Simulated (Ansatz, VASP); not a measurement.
**One calculation of Ti, two programs**

INCAR

```
  PREC = Accurate
  ENCUT = 520
  EDIFF = 1E-6
  ISMEAR = -1
  SIGMA = 0.1
  LREAL = F
  LASPH = T
  NELM = 100
  ALGO = Normal
  ISIF = 2
  LWAVE = F
  LCHARG = F
  GGA = PE
  NBANDS = 12
```

Contents of KPOINTS:

```
regular mesh
0
Gamma
  17 17 17
```

POSCAR

```
Ti
1.0
    0.0000000000      1.8997782714      1.8997782714
    1.8997782714      0.0000000000      1.8997782714
    1.8997782714      1.8997782714      0.0000000000
Ti
1
Direct
    0.0000000000      0.0000000000      0.0000000000
```

Input for Ansatz:

```yaml
crystal:
  lattice:
    - [0.0, 1.8997782714, 1.8997782714]
    - [1.8997782714, 0.0, 1.8997782714]
    - [1.8997782714, 1.8997782714, 0.0]
  atoms:
    - { symbol: Ti, position: [0.0, 0.0, 0.0] }
kpoints:
  mp_grid: { grid: [17, 17, 17] }
scf:
  occupations: { method: fermi_dirac, width: 0.1 }
hamiltonian:
  xc: pbe
  pseudopotentials: { kind: paw }
output:
  forces: true
  stress: true
  eigenvalues: true
```

Change from the starting cell: volume scaled by 0.787, to set the pressure.

Alike in both runs: task single point; functional PBE; k mesh 17 × 17 × 17; occupations fermi-dirac, width 0.1 eV; no spin polarisation.

|  | VASP | Ansatz |
| --- | --- | --- |
| version | VASP 6.6.1 | Ansatz 0.2.0 |
| potentials or method | VASP PAW PBE potentials, release 64 (Ti_sv) | PAW with Ansatz's default frozen-core files, scalar-relativistic |
| plane-wave cutoff (eV) | 520 | 420 |
| valence electrons in the cell | 12 | 12 |

VASP gave:

| Quantity | Value |
| --- | --- |
| pressure (GPa) | 37.3 |

Question: Estimate Ansatz's values.

Answer: Pressure (GPa): 38.1.

Both programs put the cell under a high pressure, so it lies far from rest at this level. The functional is the same, so the differences come from potentials, cutoffs and numerics.
